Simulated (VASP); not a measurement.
# BaTiO3 (P4/mmm) in VASP: single point with PBE

Aim: the single point of BaTiO3 with PBE.

Everything below comes from runs of VASP 6.6.1. Logs are shortened: lines on timing, memory, paths and dates and some standing lists are left out, and cuts for length are marked.

### 1 The cell of the first run

It takes space group P4/mmm (No. 123, tetragonal). The conventional cell has a = 3.858 Å, b = 3.858 Å, c = 3.698 Å, α = 90.00°, β = 90.00°, γ = 90.00°. Within 3.5 Å of Ba (site symmetry 4/mmm) lie 12 O at 2.67 to 2.73 Å and 8 Ti at 3.30 Å. Ti (site symmetry 4/mmm) has 6 O at 1.85 to 1.93 Å within 2.5 Å. Within 2.5 Å of O (site symmetry 4/mmm) lie 2 Ti at 1.85 Å. O (site symmetry mmm) has 2 Ti at 1.93 Å and 4 Ba at 2.67 Å and 8 O at 2.67 to 2.73 Å within 2.8 Å.

### 2 Single point, PBE (strain -0.040 along x and y, -0.080 along z)

Contents of INCAR:

```
ALGO = Normal
EDIFF = 1E-6
ENCUT = 1340
GGA = PE
GGA_COMPAT = False
ISIF = 2
ISMEAR = 0
LASPH = True
LCHARG = True
LELF = True
LREAL = False
LVHAR = True
LWAVE = False
NBANDS = 28
NELM = 120
PREC = Accurate
SIGMA = 0.05
```

Contents of KPOINTS:

```
k-points
0
Gamma
  8 8 8
```

Contents of POSCAR:

```
BaTiO3
1.0
    3.8584625870      0.0000000000      0.0000000000
    0.0000000000      3.8584625870      0.0000000000
    0.0000000000      0.0000000000      3.6977388148
Ba Ti O
1 1 3
Direct
    0.0000000000      0.0000000000      0.0000000000
    0.5000000000      0.5000000000      0.5000000000
    0.5000000000      0.5000000000      0.0000000000
    0.5000000000      0.0000000000      0.5000000000
    0.0000000000      0.5000000000      0.5000000000
```

Potentials or basis: VASP PAW PBE potentials, release 64 (Ba_sv, Ti_sv, O_h).

Started as:

```
> cat potpaw_PBE.64/Ba_sv/POTCAR potpaw_PBE.64/Ti_sv/POTCAR potpaw_PBE.64/O_h/POTCAR > POTCAR
> mpirun -np 1 vasp_std > vasp.out
```

OUTCAR:

```text
EDIFF = 1E-6
   ENCUT = 1340
   GGA = PE
   ISIF = 2
   ISMEAR = 0
   LASPH = True
   LREAL = False
   NELM = 120
   PREC = Accurate

 ion  position               nearest neighbor table
   1  0.000  0.000  0.000-   4 2.67   5 2.67   4 2.67   5 2.67   5 2.67   5 2.67   4 2.67   4 2.67
                             3 2.73   3 2.73   3 2.73   3 2.73   2 3.30   2 3.30   2 3.30   2 3.30
   2  0.500  0.500  0.500-   3 1.85   3 1.85   5 1.93   4 1.93   4 1.93   5 1.93   1 3.30   1 3.30
                             1 3.30   1 3.30   1 3.30   1 3.30   1 3.30   1 3.30
   3  0.500  0.500  0.000-   2 1.85   2 1.85   1 2.73   1 2.73   1 2.73   1 2.73
   4  0.500  0.000  0.500-   2 1.93   2 1.93   1 2.67   1 2.67   1 2.67   1 2.67
   5  0.000  0.500  0.500-   2 1.93   2 1.93   1 2.67   1 2.67   1 2.67   1 2.67

  LATTYP: Found a simple tetragonal cell.
 ALAT       =     3.8584625870
 C/A-ratio  =     0.9583451262

  Lattice vectors:

 A1 = (   3.8584625870,   0.0000000000,   0.0000000000)
 A2 = (   0.0000000000,   3.8584625870,   0.0000000000)
 A3 = (   0.0000000000,   0.0000000000,   3.6977388148)

Analysis of symmetry for initial positions (statically):
=====================================================================
 Subroutine PRICEL returns:
 Original cell was already a primitive cell.

 Routine SETGRP: Setting up the symmetry group for a
 simple tetragonal supercell.

 Subroutine GETGRP returns: Found 16 space group operations
 (whereof 16 operations were pure point group operations)
 out of a pool of 16 trial point group operations.

The static configuration has the point symmetry D_4h.

Analysis of symmetry for dynamics (positions and initial velocities):
=====================================================================
 Subroutine PRICEL returns:
 Original cell was already a primitive cell.

 Routine SETGRP: Setting up the symmetry group for a
 simple tetragonal supercell.

 Subroutine GETGRP returns: Found 16 space group operations
 (whereof 16 operations were pure point group operations)
 out of a pool of 16 trial point group operations.

The dynamic configuration has the point symmetry D_4h.

 Subroutine INISYM returns: Found 16 space group operations
 (whereof 16 operations are pure point group operations),
 and found     1 'primitive' translations

----------------------------------------------------------------------------------------

                                     Primitive cell

  volume of cell :      55.0510

  direct lattice vectors                    reciprocal lattice vectors
     3.858462587  0.000000000  0.000000000     0.259170583  0.000000000  0.000000000
     0.000000000  3.858462587  0.000000000     0.000000000  0.259170583  0.000000000
     0.000000000  0.000000000  3.697738815     0.000000000  0.000000000  0.270435542

  length of vectors
     3.858462587  3.858462587  3.697738815     0.259170583  0.259170583  0.270435542

  position of ions in fractional coordinates (direct lattice)
     0.000000000  0.000000000  0.000000000
     0.500000000  0.500000000  0.500000000
     0.500000000  0.500000000  0.000000000
     0.500000000  0.000000000  0.500000000
     0.000000000  0.500000000  0.500000000

  ion indices of the primitive-cell ions
   primitive index   ion index
                 1           1
                 2           2
                 3           3
                 4           4
                 5           5

----------------------------------------------------------------------------------------

 KPOINTS: k-points

Automatic generation of k-mesh.
 Grid dimensions read from file:
 generate k-points for:    8    8    8

 Generating k-lattice:

  Cartesian coordinates                     Fractional coordinates (reciprocal lattice)
     0.032396323  0.000000000  0.000000000     0.125000000  0.000000000  0.000000000
     0.000000000  0.032396323  0.000000000     0.000000000  0.125000000  0.000000000
     0.000000000  0.000000000  0.033804443     0.000000000  0.000000000  0.125000000

  Length of vectors
     0.032396323  0.032396323  0.033804443

  Shift w.r.t. Gamma in fractional coordinates (k-lattice)
     0.000000000  0.000000000  0.000000000

 Subroutine IBZKPT returns following result:
 ===========================================

 Found     75 irreducible k-points:

 Following reciprocal coordinates:
            Coordinates               Weight
  0.000000  0.000000  0.000000      1.000000
  0.125000  0.000000  0.000000      4.000000
  0.250000  0.000000  0.000000      4.000000
  0.375000  0.000000  0.000000      4.000000
  0.500000  0.000000  0.000000      2.000000
  0.125000  0.125000  0.000000      4.000000
[... 16 lines left out ...]
  0.375000  0.125000  0.125000     16.000000
  0.500000  0.125000  0.125000      8.000000
 [... further k-points ...]
   k-points           NKPTS =     75   k-points in BZ     NKDIM =     75   number of bands    NBANDS=     28
   number of dos      NEDOS =    301   number of ions     NIONS =      5
   total plane-waves  NPLWV = 110592
   dimension x,y,z NGX =    48 NGY =   48 NGZ =   48
   dimension x,y,z NGXF=    96 NGYF=   96 NGZF=   96
   ions per type =               1   1   3
   NGX,Y,Z   is equivalent  to a cutoff of  20.68, 20.68, 21.58 a.u.
   NGXF,Y,Z  is equivalent  to a cutoff of  41.36, 41.36, 43.16 a.u.
 SYSTEM =  unknown system
   PREC   = accura    normal or accurate (medium, high low for compatibility)
   ISTART =      0    job   : 0-new  1-cont  2-samecut
   ICHARG =      2    charge: 1-file 2-atom 10-const
   ISPIN  =      1    spin polarized calculation?
   LNONCOLLINEAR =      F non collinear calculations
   LSORBIT =      F    spin-orbit coupling
   LASPH  =      T    aspherical Exc in radial PAW
   ENCUT  = 1340.0 eV  98.49 Ry    9.92 a.u.  11.52 11.52 11.04*2*pi/ulx,y,z
   NELM   =    120;   NELMIN=  2; NELMDL= -5     # of ELM steps
   EDIFF  = 0.1E-05   stopping-criterion for ELM
   LREAL  =      F    real-space projection
   EDIFFG = 0.1E-04   stopping-criterion for IOM
   NSW    =      0    number of steps for IOM
   IBRION =     -1    ionic relax: 0-MD 1-quasi-New 2-CG
   NFREE  =      0    steps in history (QN), initial steepest desc. (CG)
   ISIF   =      2    stress and relaxation
   ISYM   =      2    0-nonsym 1-usesym 2-fastsym
   POTIM  = 0.5000    time-step for ionic-motion
   TEBEG  =    0.0;   TEEND  =   0.0 temperature during run
   PSTRESS=    0.0 pullay stress
   NELECT =      40.0000    total number of electrons
   NUPDOWN=      -1.0000    fix difference up-down
   EMIN   =  10.00;   EMAX   =-10.00  energy-range for DOS
   EFERMI =   0.00;   METHOD = LEGACY
   ISMEAR =     0;   SIGMA  =   0.05  broadening in eV -4-tet -1-fermi 0-gaus
   EFERMI_NEDOS =   21; number of points for ismear=-14 and -15
   IALGO  =     38    algorithm
   IMIX   =      4    mixing-type and parameters
     AMIX     =   0.40;   BMIX     =  1.00
     AMIX_MAG =   1.60;   BMIX_MAG =  1.00
  volume/ion in A,a.u.               =      11.01        74.30
  Fermi-wavevector in a.u.,A,eV,Ry     =   1.471770  2.781242 29.471666  2.166106
  Thomas-Fermi vector in A             =   2.586865
   LORBIT       =      0    0 simple, 1 ext, 2 COOP (PROOUT), +10 PAW based schemes
   GGA     = PE    functional components
   LHFCALC =     F    Hartree Fock is set to
   AEXX    =    0.0000 exact exchange contribution
   IVDW    =     0    specifies the selected vdW correction
   LEPSILON=     F    determine dielectric tensor
   LRPA    =     F    only Hartree local field effects (RPA)
 non-spin polarized calculation
 Gauss-broadening in eV      SIGMA  =   0.05
  energy-cutoff  :     1340.00
  volume of cell :       55.05
 maximum number of plane-waves:      6182
 NGX is ok and might be reduce to    48
   NGX = 23   NGY = 23   NGZ = 23

 number of electron      40.0000000 magnetization

 Free energy of the ion-electron system (eV)
  ---------------------------------------------------
  ext. energy  EPLUGINS =         0.00000000
  ---------------------------------------------------
  free energy    TOTEN  =       -38.74712494 eV

  energy without entropy =      -38.74712494  energy(sigma->0) =      -38.74712494

 E-fermi :   5.9844     XC(G=0): -12.0867

 val. band max:        5.6211191378   @ k =   0.0000   0.0000   0.0000
 cond. band min:       7.4805768720   @ k =   0.0000   0.0000   0.0000
 fundamental gap:      1.8594577342
 Fermi energy:         5.9843807437

 k-point     1 :       0.0000    0.0000    0.0000
  band No.  band energies     occupation
      1     -50.4470      2.00000
      2     -26.8143      2.00000
      3     -26.7423      2.00000
      4     -26.7423      2.00000
      5     -19.0581      2.00000
      6     -11.7541      2.00000
[... 20 lines left out ...]
     27      11.0221      0.00000
     28      14.7843      0.00000

 k-point     2 :       0.1250    0.0000    0.0000
  band No.  band energies     occupation
      1     -50.4467      2.00000
      2     -26.8138      2.00000
      3     -26.7567      2.00000
      4     -26.7417      2.00000
      5     -19.0226      2.00000
      6     -11.8217      2.00000
[... 20 lines left out ...]
     27      11.3806      0.00000
     28      14.9442      0.00000

 k-point     3 :       0.2500    0.0000    0.0000
  band No.  band energies     occupation
      1     -50.4460      2.00000
      2     -26.8124      2.00000
      3     -26.7911      2.00000
      4     -26.7403      2.00000
      5     -18.9347      2.00000
      6     -12.0312      2.00000
[... 20 lines left out ...]
     27      12.2963      0.00000
     28      14.7405      0.00000

 k-point     4 :       0.3750    0.0000    0.0000
  band No.  band energies     occupation
      1     -50.4453      2.00000
      2     -26.8251      2.00000
      3     -26.8111      2.00000
      4     -26.7388      2.00000
      5     -18.8429      2.00000
      6     -12.2673      2.00000
[... 578 lines left out ...]
     27      12.8313      0.00000
     28      14.9460      0.00000

 k-point    23 :       0.3750    0.1250    0.1250
  band No.  band energies     occupation
      1     -50.4445      2.00000
      2     -26.8329      2.00000
      3     -26.8222      2.00000
      4     -26.7516      2.00000
      5     -18.7922      2.00000
      6     -12.0706      2.00000
[... 20 lines left out ...]
     27      13.8562      0.00000
     28      15.1369      0.00000

 k-point    24 :       0.5000    0.1250    0.1250
  band No.  band energies     occupation
      1     -50.4442      2.00000
      2     -26.8360      2.00000
      3     -26.8322      2.00000
      4     -26.7509      2.00000
      5     -18.7581      2.00000
      6     -12.1511      2.00000
[... 20 lines left out ...]
     27      14.3176      0.00000
     28      15.3023      0.00000

 [... further k-points ...]

------------------------ aborting loop because EDIFF is reached ----------------------------------------

  FORCE on cell =-STRESS in cart. coord.  units (eV):
  Direction    XX          YY          ZZ          XY          YZ          ZX
  --------------------------------------------------------------------------------------
  -------------------------------------------------------------------------------------
  Total       12.7050536     12.7050536     18.4053710      0.0000000      0.0000000      0.0000000
  in kB      369.7619897    369.7619897    535.6613842      0.0000000      0.0000000      0.0000000
  external PRESSURE =     425.0617879 kB  Pullay stress =       0.0000000 kB

 VOLUME and BASIS-vectors are now :
 -----------------------------------------------------------------------------
  energy-cutoff  :     1340.00
  volume of cell :       55.05
      direct lattice vectors                 reciprocal lattice vectors
     3.858462587  0.000000000  0.000000000     0.259170583  0.000000000  0.000000000
     0.000000000  3.858462587  0.000000000     0.000000000  0.259170583  0.000000000
     0.000000000  0.000000000  3.697738815     0.000000000  0.000000000  0.270435542

 POSITION                                       TOTAL-FORCE (eV/Angst)
 -----------------------------------------------------------------------------------
      0.00000      0.00000      0.00000         0.000000      0.000000      0.000000
      1.92923      1.92923      1.84887         0.000000      0.000000      0.000000
      1.92923      1.92923      0.00000         0.000000      0.000000      0.000000
      1.92923      0.00000      1.84887         0.000000      0.000000      0.000000
      0.00000      1.92923      1.84887         0.000000      0.000000      0.000000
 -----------------------------------------------------------------------------------
    total drift:                                0.000000     -0.000000     -0.000000

  FREE ENERGIE OF THE ION-ELECTRON SYSTEM (eV)
  ---------------------------------------------------
  free  energy   TOTEN  =       -38.7471249354 eV

  energy  without entropy=      -38.7471249354  energy(sigma->0) =      -38.74712494
```

It took 6.9 min on 1 thread of Intel Xeon Platinum 8375C at 2.90GHz (Ice Lake), shared host; peak memory 0.67 GiB.

Results:

* Free energy: -38.7471 eV
* Pressure: 42.5 GPa
* Band gap on the k mesh: 1.86 eV

Caveat: the cell differs from its parent crystal (strain -0.040 along x and y, -0.080 along z); the stress differs along the axes, from 37 to 54 GPa; spin-orbit coupling is left out, which moves the levels of the heavy elements. A k mesh can miss the band edges.
